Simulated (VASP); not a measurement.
# Si2Mo (I4/mmm) in VASP: a series of runs

Si2Mo is run at these levels: PBE; tasks: single point.

Program: VASP 6.6.1. These are calculated values, not measurements. Logs are shortened: lines on timing, memory, paths and dates and some standing lists are left out, and cuts for length are marked.

### Step 1. The cell of the first run

Symmetry: I4/mmm, No. 139, tetragonal system. The conventional cell has a = 3.182 Å, b = 3.182 Å, c = 7.805 Å, α = 90.00°, β = 90.00°, γ = 90.00°. Within 3.4 Å of Si (site symmetry 4mm) lie 9 Si at 2.58 to 3.18 Å and 5 Mo at 2.59 to 2.61 Å. Within 3.4 Å of Mo (site symmetry 4/mmm) lie 10 Si at 2.59 to 2.61 Å and 4 Mo at 3.18 Å.

### Step 2. Single point, PBE (13.17 Å³/atom)

INCAR reads:

```
SYSTEM = Si2Mo
ALGO     = Normal         ! electronic algorithm
EDIFF    = 1E-6           ! SCF threshold, eV
ENCUT    = 520            ! plane-wave cutoff, eV
GGA      = PE             ! functional
ISIF     = 2              ! what is computed and relaxed
ISMEAR   = 0              ! smearing method
LASPH    = .True.         ! aspherical terms in the spheres
LCHARG   = .False.        ! write CHGCAR
LREAL    = .False.        ! projectors in reciprocal space
LWAVE    = .False.        ! write WAVECAR
NBANDS   = 18             ! bands
NELM     = 100            ! most SCF steps
PREC     = Accurate       ! precision mode
SIGMA    = 0.1            ! smearing width, eV
```

KPOINTS reads:

```
k-points
0
Gamma
  18 18 18
  0 0 0
```

POSCAR reads:

```
Si2Mo
1.0
   -1.5909613575      1.5909613575      3.9026962379
    1.5909613575     -1.5909613575      3.9026962379
    1.5909613575      1.5909613575     -3.9026962379
Si Mo
2 1
Direct
    0.3346757250      0.3346757250      0.0000000000
    0.6653242750      0.6653242750      0.0000000000
    0.0000000000      0.0000000000      0.0000000000
```

Potentials or basis: VASP PAW PBE potentials, release 64 (Si, Mo_sv).

The run is started by

```bash
$ cat potpaw_PBE.64/Si/POTCAR potpaw_PBE.64/Mo_sv/POTCAR > POTCAR
$ mpirun -np 1 vasp_std > vasp.out
```

OUTCAR:

```text
SYSTEM = Si2Mo
   EDIFF = 1E-6
   ENCUT = 520
   GGA = PE
   ISIF = 2
   ISMEAR = 0
   LASPH = .True.
   LREAL = .False.
   NELM = 100
   PREC = Accurate

 ion  position               nearest neighbor table
   1  0.335  0.335  0.000-   2 2.58   3 2.59   3 2.59   3 2.59   3 2.59   2 2.61   2 2.61   2 2.61
                             2 2.61   3 2.61
   2  0.665  0.665  0.000-   1 2.58   3 2.59   3 2.59   3 2.59   3 2.59   1 2.61   1 2.61   1 2.61
                             1 2.61   3 2.61
   3  0.000  0.000  0.000-   2 2.59   2 2.59   2 2.59   1 2.59   2 2.59   1 2.59   1 2.59   1 2.59
                             1 2.61   2 2.61

  LATTYP: Found a body centered tetragonal cell.
 ALAT       =     3.1819227150
 C/A-ratio  =     2.4530427590

  Lattice vectors:

 A1 = (  -1.5909613575,   1.5909613575,   3.9026962379)
 A2 = (   1.5909613575,  -1.5909613575,   3.9026962379)
 A3 = (   1.5909613575,   1.5909613575,  -3.9026962379)

Analysis of symmetry for initial positions (statically):
=====================================================================
 Subroutine PRICEL returns:
 Original cell was already a primitive cell.

 Routine SETGRP: Setting up the symmetry group for a
 body centered tetragonal supercell.

 Subroutine GETGRP returns: Found 16 space group operations
 (whereof 16 operations were pure point group operations)
 out of a pool of 16 trial point group operations.

The static configuration has the point symmetry D_4h.

Analysis of symmetry for dynamics (positions and initial velocities):
=====================================================================
 Subroutine PRICEL returns:
 Original cell was already a primitive cell.

 Routine SETGRP: Setting up the symmetry group for a
 body centered tetragonal supercell.

 Subroutine GETGRP returns: Found 16 space group operations
 (whereof 16 operations were pure point group operations)
 out of a pool of 16 trial point group operations.

The dynamic configuration has the point symmetry D_4h.

 Subroutine INISYM returns: Found 16 space group operations
 (whereof 16 operations are pure point group operations),
 and found     1 'primitive' translations

----------------------------------------------------------------------------------------

                                     Primitive cell

  volume of cell :      39.5134

  direct lattice vectors                    reciprocal lattice vectors
    -1.590961357  1.590961357  3.902696238     0.000000000  0.314275389  0.128116556
     1.590961357 -1.590961357  3.902696238     0.314275389  0.000000000  0.128116556
     1.590961357  1.590961357 -3.902696238     0.314275389  0.314275389  0.000000000

  length of vectors
     4.504814536  4.504814536  4.504814536     0.339386022  0.339386022  0.444452518

  position of ions in fractional coordinates (direct lattice)
     0.334675725  0.334675725  0.000000000
     0.665324275  0.665324275  0.000000000
     0.000000000  0.000000000  0.000000000

  ion indices of the primitive-cell ions
   primitive index   ion index
                 1           1
                 2           2
                 3           3

----------------------------------------------------------------------------------------

 KPOINTS: k-points

Automatic generation of k-mesh.
 Grid dimensions read from file:
 generate k-points for:   18   18   18

 Generating k-lattice:

  Cartesian coordinates                     Fractional coordinates (reciprocal lattice)
     0.000000000  0.017459744  0.007117586     0.055555556  0.000000000  0.000000000
     0.017459744  0.000000000  0.007117586     0.000000000  0.055555556  0.000000000
     0.017459744  0.017459744  0.000000000     0.000000000  0.000000000  0.055555556

  Length of vectors
     0.018854779  0.018854779  0.024691807

  Shift w.r.t. Gamma in fractional coordinates (k-lattice)
     0.000000000  0.000000000  0.000000000

 Subroutine IBZKPT returns following result:
 ===========================================

 Found    480 irreducible k-points:

 Following reciprocal coordinates:
            Coordinates               Weight
  0.000000  0.000000  0.000000      1.000000
  0.055556 -0.000000  0.000000      8.000000
  0.111111 -0.000000  0.000000      8.000000
  0.166667  0.000000 -0.000000      8.000000
  0.222222 -0.000000  0.000000      8.000000
  0.277778  0.000000  0.000000      8.000000
[... 16 lines left out ...]
 -0.277778  0.055556 -0.000000     16.000000
 -0.222222  0.055556  0.000000     16.000000
 [... further k-points ...]
   k-points           NKPTS =    480   k-points in BZ     NKDIM =    480   number of bands    NBANDS=     18
   number of dos      NEDOS =    301   number of ions     NIONS =      3
   total plane-waves  NPLWV =  46656
   dimension x,y,z NGX =    36 NGY =   36 NGZ =   36
   dimension x,y,z NGXF=    72 NGYF=   72 NGZF=   72
   ions per type =               2   1
   NGX,Y,Z   is equivalent  to a cutoff of  13.29, 13.29, 13.29 a.u.
   NGXF,Y,Z  is equivalent  to a cutoff of  26.57, 26.57, 26.57 a.u.
 SYSTEM =  Si2Mo
   PREC   = accura    normal or accurate (medium, high low for compatibility)
   ISTART =      0    job   : 0-new  1-cont  2-samecut
   ICHARG =      2    charge: 1-file 2-atom 10-const
   ISPIN  =      1    spin polarized calculation?
   LNONCOLLINEAR =      F non collinear calculations
   LSORBIT =      F    spin-orbit coupling
   LASPH  =      T    aspherical Exc in radial PAW
   ENCUT  =  520.0 eV  38.22 Ry    6.18 a.u.   8.38  8.38  8.38*2*pi/ulx,y,z
   NELM   =    100;   NELMIN=  2; NELMDL= -5     # of ELM steps
   EDIFF  = 0.1E-05   stopping-criterion for ELM
   LREAL  =      F    real-space projection
   EDIFFG = 0.1E-04   stopping-criterion for IOM
   NSW    =      0    number of steps for IOM
   IBRION =     -1    ionic relax: 0-MD 1-quasi-New 2-CG
   NFREE  =      0    steps in history (QN), initial steepest desc. (CG)
   ISIF   =      2    stress and relaxation
   ISYM   =      2    0-nonsym 1-usesym 2-fastsym
   POTIM  = 0.5000    time-step for ionic-motion
   TEBEG  =    0.0;   TEEND  =   0.0 temperature during run
   PSTRESS=    0.0 pullay stress
   NELECT =      22.0000    total number of electrons
   NUPDOWN=      -1.0000    fix difference up-down
   EMIN   =  10.00;   EMAX   =-10.00  energy-range for DOS
   EFERMI =   0.00;   METHOD = LEGACY
   ISMEAR =     0;   SIGMA  =   0.10  broadening in eV -4-tet -1-fermi 0-gaus
   EFERMI_NEDOS =   21; number of points for ismear=-14 and -15
   IALGO  =     38    algorithm
   IMIX   =      4    mixing-type and parameters
     AMIX     =   0.40;   BMIX     =  1.00
     AMIX_MAG =   1.60;   BMIX_MAG =  1.00
  volume/ion in A,a.u.               =      13.17        88.88
  Fermi-wavevector in a.u.,A,eV,Ry     =   1.346794  2.545071 24.678970  1.813853
  Thomas-Fermi vector in A             =   2.474597
   LORBIT       =      0    0 simple, 1 ext, 2 COOP (PROOUT), +10 PAW based schemes
   GGA     = PE    functional components
   LHFCALC =     F    Hartree Fock is set to
   AEXX    =    0.0000 exact exchange contribution
   IVDW    =     0    specifies the selected vdW correction
   LEPSILON=     F    determine dielectric tensor
   LRPA    =     F    only Hartree local field effects (RPA)
 non-spin polarized calculation
 Gauss-broadening in eV      SIGMA  =   0.10
  energy-cutoff  :      520.00
  volume of cell :       39.51
 maximum number of plane-waves:      1080
 NGX is ok and might be reduce to    36
   NGX = 17   NGY = 17   NGZ = 17

 number of electron      22.0000000 magnetization

 Free energy of the ion-electron system (eV)
  ---------------------------------------------------
  ext. energy  EPLUGINS =         0.00000000
  ---------------------------------------------------
  free energy    TOTEN  =       -23.23602291 eV

  energy without entropy =      -23.23487426  energy(sigma->0) =      -23.23544859

 E-fermi :  12.5367     XC(G=0): -12.5145

 val. band max:       12.4640263215   @ k =  -0.4444  -0.4444   0.4444
 cond. band min:      12.5399536623   @ k =  -0.3333  -0.3333   0.2778
 fundamental gap:      0.0759273408
 Fermi energy:        12.5367217743

 k-point     1 :       0.0000    0.0000    0.0000
  band No.  band energies     occupation
      1     -48.1640      2.00000
      2     -22.3301      2.00000
      3     -22.2408      2.00000
      4     -22.2408      2.00000
      5      -1.0339      2.00000
      6       6.0398      2.00000
[... 10 lines left out ...]
     17      17.7411      0.00000
     18      17.7411      0.00000

 k-point     2 :       0.0556   -0.0000    0.0000
  band No.  band energies     occupation
      1     -48.1634      2.00000
      2     -22.3295      2.00000
      3     -22.2492      2.00000
      4     -22.2400      2.00000
      5      -0.9767      2.00000
      6       6.0461      2.00000
[... 10 lines left out ...]
     17      17.7778      0.00000
     18      18.1110      0.00000

 k-point     3 :       0.1111   -0.0000    0.0000
  band No.  band energies     occupation
      1     -48.1616      2.00000
      2     -22.3277      2.00000
      3     -22.2735      2.00000
      4     -22.2377      2.00000
      5      -0.8063      2.00000
      6       6.0540      2.00000
[... 10 lines left out ...]
     17      17.9708      0.00000
     18      18.9185      0.00000

 k-point     4 :       0.1667    0.0000   -0.0000
  band No.  band energies     occupation
      1     -48.1589      2.00000
      2     -22.3251      2.00000
      3     -22.3104      2.00000
      4     -22.2343      2.00000
      5      -0.5269      2.00000
      6       6.0228      2.00000
[... 375 lines left out ...]
      4     -22.2292      2.00000
      5       0.8545      2.00000
      6       5.0941      2.00000
[... 10 lines left out ...]
     17      19.7522      0.00000
     18      21.1151      0.00000

 k-point    23 :      -0.2778    0.0556   -0.0000
  band No.  band energies     occupation
      1     -48.1516      2.00000
      2     -22.4022      2.00000
      3     -22.3158      2.00000
      4     -22.2335      2.00000
      5       0.3079      2.00000
      6       5.6982      2.00000
[... 10 lines left out ...]
     17      19.5550      0.00000
     18      20.8788      0.00000

 k-point    24 :      -0.2222    0.0556    0.0000
  band No.  band energies     occupation
      1     -48.1551      2.00000
      2     -22.3547      2.00000
      3     -22.3195      2.00000
      4     -22.2381      2.00000
      5      -0.1539      2.00000
      6       6.1231      2.00000
[... 10 lines left out ...]
     17      18.8996      0.00000
     18      21.0375      0.00000

 [... further k-points ...]

------------------------ aborting loop because EDIFF is reached ----------------------------------------

  FORCE on cell =-STRESS in cart. coord.  units (eV):
  Direction    XX          YY          ZZ          XY          YZ          ZX
  --------------------------------------------------------------------------------------
  -------------------------------------------------------------------------------------
  Total        1.6951170      1.6951170      1.6701111      0.0000000      0.0000000      0.0000000
  in kB       68.7331533     68.7331533     67.7192176      0.0000000      0.0000000      0.0000000
  external PRESSURE =      68.3951747 kB  Pullay stress =       0.0000000 kB

 VOLUME and BASIS-vectors are now :
 -----------------------------------------------------------------------------
  energy-cutoff  :      520.00
  volume of cell :       39.51
      direct lattice vectors                 reciprocal lattice vectors
    -1.590961357  1.590961357  3.902696238     0.000000000  0.314275389  0.128116556
     1.590961357 -1.590961357  3.902696238     0.314275389  0.000000000  0.128116556
     1.590961357  1.590961357 -3.902696238     0.314275389  0.314275389  0.000000000

 POSITION                                       TOTAL-FORCE (eV/Angst)
 -----------------------------------------------------------------------------------
      0.00000      0.00000      2.61228         0.000000      0.000000     -0.010521
      0.00000      0.00000      5.19312        -0.000000     -0.000000      0.010521
      0.00000      0.00000      0.00000        -0.000000     -0.000000      0.000000
 -----------------------------------------------------------------------------------
    total drift:                                0.000000      0.000000     -0.000000

  FREE ENERGIE OF THE ION-ELECTRON SYSTEM (eV)
  ---------------------------------------------------
  free  energy   TOTEN  =       -23.2360229107 eV

  energy  without entropy=      -23.2348742619  energy(sigma->0) =      -23.23544859
```

Wall time 6.1 min (1 thread of Intel Xeon Platinum 8259CL at 2.50GHz (Skylake/Cascade Lake), shared host); peak memory 0.45 GiB.

What came out:

| Property | Result |
| --- | --- |
| Free energy | -23.2360 eV |
| Pressure | 6.8 GPa |
| Largest force | 0.011 eV/Å |
| Band gap on the k mesh | zero (bands 11 and 12 overlap by 0.97 eV) |

Forces in eV/Å, atoms in the order of the input:
```
Si   0.000  0.000 -0.011
Si   0.000  0.000  0.011
Mo   0.000  0.000  0.000
```

Stress tensor (GPa, compression positive):
```
6.87 0.00 0.00
0.00 6.87 0.00
0.00 0.00 6.77
```

Levels at points of the mesh, in eV from the Fermi level:
```
           k point  band 8  band 9  band 10  band 11  band 12  band 13  band 14  band 15
(0.00, 0.00, 0.00)   -3.13   -2.67    -2.67     0.39     3.12     3.25     3.60     3.60
(0.50, 0.00, 0.00)   -4.55   -2.64    -2.62    -0.53     2.33     3.12     4.19     4.25
(0.50, 0.50, 0.00)   -5.21   -4.51    -3.13    -1.20     2.38     2.81     3.18     3.37
(0.50, 0.50, 0.50)   -2.26   -0.60    -0.60    -0.48    -0.48     0.53     4.77     5.34
```

Caveat: the cell stands under pressure.

### Step 3. Single point, PBE (13.99 Å³/atom)

This run uses another cell than the first one, of 13.99 Å³/atom.

INCAR reads:

```
ALGO = Normal
EDIFF = 1E-6
ENCUT = 520
GGA = PE
ISIF = 2
ISMEAR = 0
LASPH = T
LCHARG = T
LELF = T
LREAL = F
LVHAR = T
LWAVE = F
NBANDS = 18
NELM = 80
PREC = Accurate
SIGMA = 0.1
```

KPOINTS reads:

```
k-points
0
Gamma
  18 18 18
```

POSCAR reads:

```
Si2Mo
1.0
   -1.6254726396      1.6254726396      3.9699969703
    1.6254726396     -1.6254726396      3.9699969703
    1.6254726396      1.6254726396     -3.9699969703
Si Mo
2 1
Direct
    0.3355491357      0.3355491357      0.0000000000
    0.6644508643      0.6644508643      0.0000000000
    0.0000000000      0.0000000000      0.0000000000
```

Potentials or basis: VASP PAW PBE potentials, release 64 (Si, Mo_sv).

The run is started by

```bash
$ cat potpaw_PBE.64/Si/POTCAR potpaw_PBE.64/Mo_sv/POTCAR > POTCAR
$ mpirun -np 1 vasp_std > vasp.out
```

OUTCAR:

```text
EDIFF = 1E-6
   ENCUT = 520
   GGA = PE
   ISIF = 2
   ISMEAR = 0
   LASPH = T
   LREAL = F
   NELM = 80
   PREC = Accurate

 ion  position               nearest neighbor table
   1  0.336  0.336  0.000-   2 2.61   3 2.64   3 2.64   3 2.64   3 2.64   3 2.66   2 2.67   2 2.67
                             2 2.67   2 2.67
   2  0.664  0.664  0.000-   1 2.61   3 2.64   3 2.64   3 2.64   3 2.64   3 2.66   1 2.67   1 2.67
                             1 2.67   1 2.67
   3  0.000  0.000  0.000-   2 2.64   1 2.64   2 2.64   1 2.64   2 2.64   1 2.64   1 2.64   2 2.64
[... 705 lines left out ...]
  Direction    XX          YY          ZZ          XY          YZ          ZX
  --------------------------------------------------------------------------------------
  -------------------------------------------------------------------------------------
  Total       -1.4390168     -1.4390168     -1.4338222      0.0000000     -0.0000000     -0.0000000
  in kB      -54.9499047    -54.9499047    -54.7515466      0.0000000     -0.0000000     -0.0000000
  external PRESSURE =     -54.8837853 kB  Pullay stress =       0.0000000 kB

 VOLUME and BASIS-vectors are now :
 -----------------------------------------------------------------------------
  energy-cutoff  :      520.00
  volume of cell :       41.96
      direct lattice vectors                 reciprocal lattice vectors
    -1.625472640  1.625472640  3.969996970     0.000000000  0.307602840  0.125944680
     1.625472640 -1.625472640  3.969996970     0.307602840  0.000000000  0.125944680
     1.625472640  1.625472640 -3.969996970     0.307602840  0.307602840  0.000000000

 POSITION                                       TOTAL-FORCE (eV/Angst)
 -----------------------------------------------------------------------------------
      0.00000      0.00000      2.66426        -0.000000     -0.000000      0.000603
      0.00000      0.00000      5.27574         0.000000      0.000000     -0.000603
      0.00000      0.00000      0.00000         0.000000      0.000000      0.000000
 -----------------------------------------------------------------------------------
    total drift:                               -0.000000      0.000000      0.000000

  FREE ENERGIE OF THE ION-ELECTRON SYSTEM (eV)
  ---------------------------------------------------
  free  energy   TOTEN  =       -23.2415370817 eV

  energy  without entropy=      -23.2403518938  energy(sigma->0) =      -23.24094449
```

Run time: 7 min. Hardware: 1 thread of Intel Xeon Platinum 8259CL at 2.50GHz (Skylake/Cascade Lake), shared host; peak memory 0.47 GiB.

What came out:

```
Free energy            : -23.2415 eV
Pressure               : -5.5 GPa
Band gap on the k mesh : zero (bands 11 and 12 overlap by 0.91 eV)
```

Caveat: the cell stands under tension.
